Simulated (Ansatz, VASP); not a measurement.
## One calculation of InAs, two programs

Contents of INCAR:

```
SYSTEM = InAs
PREC = Accurate
ENCUT = 500
EDIFF = 1E-6
ISMEAR = -1
SIGMA = 0.02
LREAL = .FALSE.
LASPH = .TRUE.
NELM = 120
ALGO = Normal
ISIF = 2
LWAVE = .FALSE.
LCHARG = .TRUE.
GGA = RP
LELF = .TRUE.
LVHAR = .TRUE.
NBANDS = 16
GGA_COMPAT = .FALSE.
```

The input KPOINTS:

```
Automatic mesh
0
G
  6 6 6
  0 0 0
```

POSCAR

```
InAs
1.0
    0.0000000000      3.0180000000      3.0180000000
    3.0180000000      0.0000000000      3.0180000000
    3.0180000000      3.0180000000      0.0000000000
In As
1 1
Direct
    0.0000000000      0.0000000000      0.0000000000
    0.2500000000      0.2500000000      0.2500000000
```

Input for Ansatz:

```yaml
crystal:
  lattice:
    - [0.0, 3.018, 3.018]
    - [3.018, 0.0, 3.018]
    - [3.018, 3.018, 0.0]
  atoms:
    - { symbol: In, position: [0.0, 0.0, 0.0] }
    - { symbol: As, position: [0.25, 0.25, 0.25] }
accuracy: low
basis:
  ecutwfc: 420.0
  xc_grid: 3
kpoints:
  mp_grid:
    grid: [6, 6, 6]
hamiltonian:
  xc: rpbe
scf:
  n_extra_bands: 16
  convergence:
    dr2_threshold: 1.0e-08
  occupations:
    method: fermi_dirac
    width: 0.02
output:
  stress: true
```

Alike in both runs: task single point; functional RPBE; k mesh 6 × 6 × 6; occupations fermi-dirac, width 0.02 eV; no spin polarisation.

|  | VASP | Ansatz |
| --- | --- | --- |
| version | VASP 6.6.1 | Ansatz 0.2.0 |
| potentials or method | VASP PAW PBE potentials, release 64 (In_d, As), cutoff 500 eV | plane waves, PAW |
| valence electrons in the cell | 18 | 28 |

|  | VASP | Ansatz | Ansatz less VASP |
| --- | --- | --- | --- |
| pressure (GPa) | 6.2 | 6.1 | -0.08 |

VASP's potentials were made for PBE, not for RPBE. VASP's potentials hold 18 valence electrons a cell and Ansatz's 28, so a difference there can come from the potentials and not from the codes. Ansatz's warnings: stress scf threshold loose.
